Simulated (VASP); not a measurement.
# FeO (R-3m) in VASP: a series of runs

FeO is run at these levels: PBE; tasks: single point.

All numbers are computed with VASP 6.6.1; they aren't measurements. Logs are shortened: lines on timing, memory, paths and dates and some standing lists are left out, and cuts for length are marked.

## Step 1: The cell of the first run

It takes space group R-3m (No. 166, trigonal). The conventional cell has a = 3.035 Å, b = 3.035 Å, c = 7.547 Å, α = 90.00°, β = 90.00°, γ = 120.00°. Fe (site symmetry -3m) has 6 O at 2.16 Å within 2.9 Å. O (site symmetry -3m) has 6 Fe at 2.16 Å within 2.9 Å.

## Step 2: Single point, PBE, collinear spin, ferromagnetic start

INCAR reads:

```
PREC = Accurate ; ENCUT = 520
EDIFF = 1E-7 ; ISMEAR = -1
SIGMA = 0.05 ; LREAL = False
LASPH = True ; NELM = 150
ALGO = Normal ; ISIF = 2
LWAVE = False ; LCHARG = True
ISPIN = 2 ; MAGMOM = 4.5 0
LORBIT = 11 ; NUPDOWN = 4.5
LMAXMIX = 4 ; GGA = PE
LELF = True ; LVHAR = True
NBANDS = 18
```

KPOINTS reads:

```
regular mesh
0
Gamma
  9 9 9
```

POSCAR reads:

```
FeO
1.0
    1.5176821100      0.8762341800      2.5157945800
   -1.5176821100      0.8762341800      2.5157945800
    0.0000000000     -1.7524683500      2.5157945800
Fe O
1 1
Direct
    0.0000000000      0.0000000000      0.0000000000
    0.5000000000      0.5000000000      0.5000000000
```

Potentials or basis: VASP PAW PBE potentials, release 64 (Fe, O).

Launch:

```sh
> cat potpaw_PBE.64/Fe/POTCAR potpaw_PBE.64/O/POTCAR > POTCAR
> mpirun -np 1 vasp_std > vasp.out
```

OUTCAR:

```text
PREC = Accurate
   ENCUT = 520
   EDIFF = 1E-7
   ISMEAR = -1
   LREAL = False
   LASPH = True
   NELM = 150
   ISIF = 2
   ISPIN = 2
   LORBIT = 11
   NUPDOWN = 4.5
   GGA = PE

 ion  position               nearest neighbor table
   1  0.000  0.000  0.000-   2 2.16   2 2.16   2 2.16   2 2.16   2 2.16   2 2.16
   2  0.500  0.500  0.500-   1 2.16   1 2.16   1 2.16   1 2.16   1 2.16   1 2.16

  LATTYP: Found a trigonal (rhomboedric) cell.
 ALAT       =     3.0660019070
 COS(alpha) =     0.5099427872

  Lattice vectors:

 A1 = (   1.5176821100,   0.8762341800,   2.5157945800)
 A2 = (  -1.5176821100,   0.8762341800,   2.5157945800)
 A3 = (   0.0000000000,  -1.7524683500,   2.5157945800)

Analysis of symmetry for initial positions (statically):
=====================================================================
 Subroutine PRICEL returns:
 Original cell was already a primitive cell.

 Routine SETGRP: Setting up the symmetry group for a
 trigonal (rhombohedral) supercell.

 Subroutine GETGRP returns: Found 12 space group operations
 (whereof 12 operations were pure point group operations)
 out of a pool of 12 trial point group operations.

The static configuration has the point symmetry D_3d.

Analysis of symmetry for dynamics (positions and initial velocities):
=====================================================================
 Subroutine PRICEL returns:
 Original cell was already a primitive cell.

 Routine SETGRP: Setting up the symmetry group for a
 trigonal (rhombohedral) supercell.

 Subroutine GETGRP returns: Found 12 space group operations
 (whereof 12 operations were pure point group operations)
 out of a pool of 12 trial point group operations.

The dynamic configuration has the point symmetry D_3d.

Analysis of structural, dynamic, and magnetic symmetry:
=====================================================================
 Subroutine PRICEL returns:
 Original cell was already a primitive cell.

 Routine SETGRP: Setting up the symmetry group for a
 trigonal (rhombohedral) supercell.

 Subroutine GETGRP returns: Found 12 space group operations
 (whereof 12 operations were pure point group operations)
 out of a pool of 12 trial point group operations.

The overall configuration has the point symmetry D_3d.

 Subroutine INISYM returns: Found 12 space group operations
 (whereof 12 operations are pure point group operations),
 and found     1 'primitive' translations

----------------------------------------------------------------------------------------

                                     Primitive cell

  volume of cell :      20.0737

  direct lattice vectors                    reciprocal lattice vectors
     1.517682110  0.876234180  2.515794580     0.329449755  0.190207905  0.132496244
    -1.517682110  0.876234180  2.515794580    -0.329449755  0.190207905  0.132496244
     0.000000000 -1.752468350  2.515794580     0.000000000 -0.380415809  0.132496245

  length of vectors
     3.066001907  3.066001907  3.066001906     0.402829298  0.402829298  0.402829297

  position of ions in fractional coordinates (direct lattice)
     0.000000000  0.000000000  0.000000000
     0.500000000  0.500000000  0.500000000

  ion indices of the primitive-cell ions
   primitive index   ion index
                 1           1
                 2           2

----------------------------------------------------------------------------------------

 KPOINTS: regular mesh

Automatic generation of k-mesh.
 Grid dimensions read from file:
 generate k-points for:    9    9    9

 Generating k-lattice:

  Cartesian coordinates                     Fractional coordinates (reciprocal lattice)
     0.036605528  0.021134212  0.014721805     0.111111111  0.000000000 -0.000000000
    -0.036605528  0.021134212  0.014721805     0.000000000  0.111111111 -0.000000000
     0.000000000 -0.042268423  0.014721805     0.000000000  0.000000000  0.111111111

  Length of vectors
     0.044758811  0.044758811  0.044758811

  Shift w.r.t. Gamma in fractional coordinates (k-lattice)
     0.000000000  0.000000000  0.000000000

 Subroutine IBZKPT returns following result:
 ===========================================

 Found     85 irreducible k-points:

 Following reciprocal coordinates:
            Coordinates               Weight
  0.000000  0.000000  0.000000      1.000000
  0.111111  0.000000  0.000000      6.000000
  0.222222 -0.000000  0.000000      6.000000
  0.333333  0.000000  0.000000      6.000000
  0.444444 -0.000000  0.000000      6.000000
  0.111111  0.111111  0.000000      6.000000
[... 16 lines left out ...]
 -0.333333  0.333333  0.000000      6.000000
  0.444444  0.444444  0.000000      6.000000
 [... further k-points ...]
   k-points           NKPTS =     85   k-points in BZ     NKDIM =     85   number of bands    NBANDS=     18
   number of dos      NEDOS =    301   number of ions     NIONS =      2
   total plane-waves  NPLWV =  13824
   dimension x,y,z NGX =    24 NGY =   24 NGZ =   24
   dimension x,y,z NGXF=    48 NGYF=   48 NGZF=   48
   ions per type =               1   1
   NGX,Y,Z   is equivalent  to a cutoff of  13.01, 13.01, 13.01 a.u.
   NGXF,Y,Z  is equivalent  to a cutoff of  26.03, 26.03, 26.03 a.u.
 SYSTEM =  unknown system
   PREC   = accura    normal or accurate (medium, high low for compatibility)
   ISTART =      0    job   : 0-new  1-cont  2-samecut
   ICHARG =      2    charge: 1-file 2-atom 10-const
   ISPIN  =      2    spin polarized calculation?
   LNONCOLLINEAR =      F non collinear calculations
   LSORBIT =      F    spin-orbit coupling
   LASPH  =      T    aspherical Exc in radial PAW
   ENCUT  =  520.0 eV  38.22 Ry    6.18 a.u.   5.70  5.70  5.70*2*pi/ulx,y,z
   NELM   =    150;   NELMIN=  2; NELMDL= -5     # of ELM steps
   EDIFF  = 0.1E-06   stopping-criterion for ELM
   LREAL  =      F    real-space projection
   EDIFFG = 0.1E-05   stopping-criterion for IOM
   NSW    =      0    number of steps for IOM
   IBRION =     -1    ionic relax: 0-MD 1-quasi-New 2-CG
   NFREE  =      0    steps in history (QN), initial steepest desc. (CG)
   ISIF   =      2    stress and relaxation
   ISYM   =      2    0-nonsym 1-usesym 2-fastsym
   POTIM  = 0.5000    time-step for ionic-motion
   TEBEG  =    0.0;   TEEND  =   0.0 temperature during run
   PSTRESS=    0.0 pullay stress
   NELECT =      14.0000    total number of electrons
   NUPDOWN=       4.5000    fix difference up-down
   EMIN   =  10.00;   EMAX   =-10.00  energy-range for DOS
   EFERMI =   0.00;   METHOD = LEGACY
   ISMEAR =    -1;   SIGMA  =   0.05  broadening in eV -4-tet -1-fermi 0-gaus
   EFERMI_NEDOS =   21; number of points for ismear=-14 and -15
   IALGO  =     38    algorithm
   IMIX   =      4    mixing-type and parameters
     AMIX     =   0.40;   BMIX     =  1.00
     AMIX_MAG =   1.60;   BMIX_MAG =  1.00
  volume/ion in A,a.u.               =      10.04        67.73
  Fermi-wavevector in a.u.,A,eV,Ry     =   1.451805  2.743514 28.677524  2.107739
  Thomas-Fermi vector in A             =   2.569260
   LORBIT       =     11    0 simple, 1 ext, 2 COOP (PROOUT), +10 PAW based schemes
   GGA     = PE    functional components
   LHFCALC =     F    Hartree Fock is set to
   AEXX    =    0.0000 exact exchange contribution
   IVDW    =     0    specifies the selected vdW correction
   LEPSILON=     F    determine dielectric tensor
   LRPA    =     F    only Hartree local field effects (RPA)
 spin polarized calculation
  energy-cutoff  :      520.00
  volume of cell :       20.07
 maximum number of plane-waves:       556
   NGX = 11   NGY = 11   NGZ = 11

 number of electron      13.9999999 magnetization       4.5000000

 Free energy of the ion-electron system (eV)
  ---------------------------------------------------
  ext. energy  EPLUGINS =         0.00000000
  ---------------------------------------------------
  free energy    TOTEN  =       -14.08856530 eV

  energy without entropy =      -14.07498012  energy(sigma->0) =      -14.08177271

 E-fermi :   5.6657     XC(G=0): -12.2014

 val. band max:       10.3924959311   @ k =   0.4444   0.3333   0.3333
 cond. band min:       5.6667281235   @ k =   0.2222   0.1111   0.1111
 fundamental gap:     -4.7257678076
 Fermi energy:        10.4154136585

 spin component 1

 k-point     1 :       0.0000    0.0000    0.0000
  band No.  band energies     occupation
      1     -14.5708      1.00000
      2       1.5868      1.00000
      3       1.6363      1.00000
      4       1.6363      1.00000
      5       1.8797      1.00000
      6       1.8797      1.00000
[... 10 lines left out ...]
     17      26.5896      0.00000
     18      29.6831      0.00000
[... 463 lines left out ...]
 k-point    24 :       0.4444    0.4444    0.0000
  band No.  band energies     occupation
      1     -13.4516      1.00000
      2      -1.3220      1.00000
      3       0.7957      1.00000
      4       1.1059      1.00000
      5       1.2045      1.00000
      6       2.2315      1.00000
[... 10 lines left out ...]
     17      35.8969      0.00000
     18      35.9129      0.00000

 [... further k-points ...]

 spin component 2

 k-point     1 :       0.0000    0.0000    0.0000
  band No.  band energies     occupation
      1     -13.7668      1.00000
      2       3.1182      1.00000
      3       3.2199      1.00000
      4       3.2200      1.00000
      5       5.0661      0.99999
      6       5.1446      0.99997
[... 10 lines left out ...]
     17      28.4692      0.00000
     18      30.9130      0.00000
[... 463 lines left out ...]
 k-point    24 :       0.4444    0.4444    0.0000
  band No.  band energies     occupation
      1     -12.5936      1.00000
      2      -0.4984      1.00000
      3       1.9475      1.00000
      4       2.0544      1.00000
      5       3.9011      1.00000
      6       6.3537      0.00000
[... 10 lines left out ...]
     17      36.2799      0.00000
     18      36.2929      0.00000

 [... further k-points ...]

------------------------ aborting loop because EDIFF is reached ----------------------------------------

  FORCE on cell =-STRESS in cart. coord.  units (eV):
  Direction    XX          YY          ZZ          XY          YZ          ZX
  --------------------------------------------------------------------------------------
  -------------------------------------------------------------------------------------
  Total        1.4012237      1.4012237      1.2551593      0.0000000      0.0000000     -0.0000000
  in kB      111.8383175    111.8383180    100.1802223      0.0000000      0.0000001     -0.0000000
  external PRESSURE =     107.9522860 kB  Pullay stress =       0.0000000 kB

 VOLUME and BASIS-vectors are now :
 -----------------------------------------------------------------------------
  energy-cutoff  :      520.00
  volume of cell :       20.07
      direct lattice vectors                 reciprocal lattice vectors
     1.517682110  0.876234180  2.515794580     0.329449755  0.190207905  0.132496244
    -1.517682110  0.876234180  2.515794580    -0.329449755  0.190207905  0.132496244
     0.000000000 -1.752468350  2.515794580     0.000000000 -0.380415809  0.132496245

 POSITION                                       TOTAL-FORCE (eV/Angst)
 -----------------------------------------------------------------------------------
      0.00000      0.00000      0.00000         0.000000      0.000000     -0.000000
      0.00000      0.00000      3.77369        -0.000000     -0.000000      0.000000
 -----------------------------------------------------------------------------------
    total drift:                               -0.000000      0.000000     -0.000000

  FREE ENERGIE OF THE ION-ELECTRON SYSTEM (eV)
  ---------------------------------------------------
  free  energy   TOTEN  =       -14.0885652971 eV

  energy  without entropy=      -14.0749801200  energy(sigma->0) =      -14.08177271

 total charge

# of ion       s       p       d       tot
------------------------------------------
    1        0.336   0.388   5.949   6.673
    2        1.584   3.411   0.000   4.994
--------------------------------------------------
tot          1.920   3.799   5.949  11.667

 magnetization (x)

# of ion       s       p       d       tot
------------------------------------------
    1        0.077   0.051   3.731   3.859
    2        0.063   0.385   0.000   0.449
--------------------------------------------------
tot          0.140   0.436   3.731   4.308
```

It took 2.9 min on 1 thread of AMD EPYC 7R13, shared host; peak memory 0.15 GiB.

What came out:

* Free energy: -14.0886 eV
* Pressure: 10.8 GPa
* Net moment: 4.50 μB per cell
* Site moments: Fe +3.86; O +0.45 μB
* Valence electrons inside the program's atomic spheres: Fe 6.67; O 4.99

Caveat: the total moment is fixed, so each spin has its own Fermi level; a cell with one magnetic atom can't hold antiferromagnetic order, which such compounds often take.

## Step 3: Single point, PBE, collinear spin, ferromagnetic start

INCAR reads:

```
ALGO = Normal
EDIFF = 1E-6
ENCUT = 520
GGA = PE
ISIF = 2
ISMEAR = -1
ISPIN = 2
LASPH = True
LCHARG = False
LMAXMIX = 4
LORBIT = 11
LREAL = False
LWAVE = False
MAGMOM = 6 0
NBANDS = 18
NELM = 150
NUPDOWN = 6.0
PREC = Accurate
SIGMA = 0.05
```

KPOINTS reads:

```
k-points
0
Gamma
  9 9 9
```

POSCAR is that of step 2.

Potentials or basis: VASP PAW PBE potentials, release 64 (Fe, O).

Launch:

```sh
> cat potpaw_PBE.64/Fe/POTCAR potpaw_PBE.64/O/POTCAR > POTCAR
> mpirun -np 1 vasp_std > vasp.out
```

OUTCAR:

```text
EDIFF = 1E-6
   ENCUT = 520
   GGA = PE
   ISIF = 2
   ISMEAR = -1
   ISPIN = 2
   LASPH = True
   LORBIT = 11
   LREAL = False
   NELM = 150
   NUPDOWN = 6.0
   PREC = Accurate

 ion  position               nearest neighbor table
   1  0.000  0.000  0.000-   2 2.16   2 2.16   2 2.16   2 2.16   2 2.16   2 2.16
   2  0.500  0.500  0.500-   1 2.16   1 2.16   1 2.16   1 2.16   1 2.16   1 2.16

  LATTYP: Found a trigonal (rhomboedric) cell.
 ALAT       =     3.0660019070
 COS(alpha) =     0.5099427872

  Lattice vectors:

 A1 = (   1.5176821100,   0.8762341800,   2.5157945800)
 A2 = (  -1.5176821100,   0.8762341800,   2.5157945800)
 A3 = (   0.0000000000,  -1.7524683500,   2.5157945800)

Analysis of symmetry for initial positions (statically):
=====================================================================
 Subroutine PRICEL returns:
 Original cell was already a primitive cell.

 Routine SETGRP: Setting up the symmetry group for a
 trigonal (rhombohedral) supercell.

 Subroutine GETGRP returns: Found 12 space group operations
 (whereof 12 operations were pure point group operations)
 out of a pool of 12 trial point group operations.

The static configuration has the point symmetry D_3d.
[... 5 lines left out ...]

 Routine SETGRP: Setting up the symmetry group for a
 trigonal (rhombohedral) supercell.

 Subroutine GETGRP returns: Found 12 space group operations
 (whereof 12 operations were pure point group operations)
 out of a pool of 12 trial point group operations.

The dynamic configuration has the point symmetry D_3d.

Analysis of structural, dynamic, and magnetic symmetry:
=====================================================================
 Subroutine PRICEL returns:
 Original cell was already a primitive cell.

 Routine SETGRP: Setting up the symmetry group for a
 trigonal (rhombohedral) supercell.

 Subroutine GETGRP returns: Found 12 space group operations
 (whereof 12 operations were pure point group operations)
[... 141 lines left out ...]
 Free energy of the ion-electron system (eV)
  ---------------------------------------------------
  ext. energy  EPLUGINS =         0.00000000
  ---------------------------------------------------
  free energy    TOTEN  =        -9.04360257 eV

  energy without entropy =       -9.04167138  energy(sigma->0) =       -9.04263697

 E-fermi :   3.4040     XC(G=0): -12.2656

 val. band max:       12.8298236547   @ k =  -0.3333   0.3333   0.3333
 cond. band min:       3.4059107139   @ k =   0.4444   0.4444   0.0000
 fundamental gap:     -9.4239129408
 Fermi energy:        12.8865003321

 spin component 1

 k-point     1 :       0.0000    0.0000    0.0000
  band No.  band energies     occupation
      1     -14.8726      1.00000
      2      -0.2562      1.00000
      3      -0.2099      1.00000
      4      -0.2099      1.00000
      5       0.2464      1.00000
      6       0.2464      1.00000
[... 493 lines left out ...]
     17      35.6241      0.00000
     18      35.6636      0.00000

 [... further k-points ...]

 spin component 2

 k-point     1 :       0.0000    0.0000    0.0000
  band No.  band energies     occupation
      1     -13.3276      1.00000
      2       3.5637      0.03937
      3       3.6427      0.00837
      4       3.6427      0.00837
      5       4.3219      0.00000
      6       4.3895      0.00000
[... 493 lines left out ...]
     17      36.6647      0.00000
     18      36.6677      0.00000

 [... further k-points ...]

------------------------ aborting loop because EDIFF is reached ----------------------------------------

  FORCE on cell =-STRESS in cart. coord.  units (eV):
  Direction    XX          YY          ZZ          XY          YZ          ZX
  --------------------------------------------------------------------------------------
  -------------------------------------------------------------------------------------
  Total        6.6946011      6.6946012      7.0047003      0.0000000      0.0000000     -0.0000000
  in kB      534.3279096    534.3279119    559.0783946      0.0000000      0.0000007     -0.0000000
  external PRESSURE =     542.5780721 kB  Pullay stress =       0.0000000 kB

 VOLUME and BASIS-vectors are now :
 -----------------------------------------------------------------------------
  energy-cutoff  :      520.00
  volume of cell :       20.07
      direct lattice vectors                 reciprocal lattice vectors
     1.517682110  0.876234180  2.515794580     0.329449755  0.190207905  0.132496244
    -1.517682110  0.876234180  2.515794580    -0.329449755  0.190207905  0.132496244
     0.000000000 -1.752468350  2.515794580     0.000000000 -0.380415809  0.132496245

 POSITION                                       TOTAL-FORCE (eV/Angst)
 -----------------------------------------------------------------------------------
      0.00000      0.00000      0.00000        -0.000000      0.000000     -0.000000
      0.00000      0.00000      3.77369         0.000000     -0.000000      0.000000
 -----------------------------------------------------------------------------------
    total drift:                               -0.000000      0.000000     -0.000000

  FREE ENERGIE OF THE ION-ELECTRON SYSTEM (eV)
  ---------------------------------------------------
  free  energy   TOTEN  =        -9.0436025661 eV

  energy  without entropy=       -9.0416713779  energy(sigma->0) =       -9.04263697

 total charge

# of ion       s       p       d       tot
------------------------------------------
    1        0.503   0.494   5.574   6.572
    2        1.621   3.342   0.000   4.963
--------------------------------------------------
tot          2.124   3.836   5.574  11.534

 magnetization (x)

# of ion       s       p       d       tot
------------------------------------------
    1        0.257   0.172   4.182   4.611
    2        0.110   0.718   0.000   0.829
--------------------------------------------------
tot          0.367   0.890   4.182   5.440
```

Wall time 3 min (1 thread of AMD EPYC 7R13, shared host); peak memory 0.15 GiB.

Results:

* Free energy: -9.0436 eV
* Pressure: 54.3 GPa
* Net moment: 6.00 μB per cell
* Site moments: Fe +4.61; O +0.83 μB
* Valence electrons inside the program's atomic spheres: Fe 6.57; O 4.96

Stress tensor (GPa, compression positive):
```
53.43  0.00  0.00
 0.00 53.43  0.00
 0.00  0.00 55.91
```

Caveat: the total moment is fixed, so each spin has its own Fermi level; a cell with one magnetic atom can't hold antiferromagnetic order, which such compounds often take.

(Part 1 of 2 ends here.)
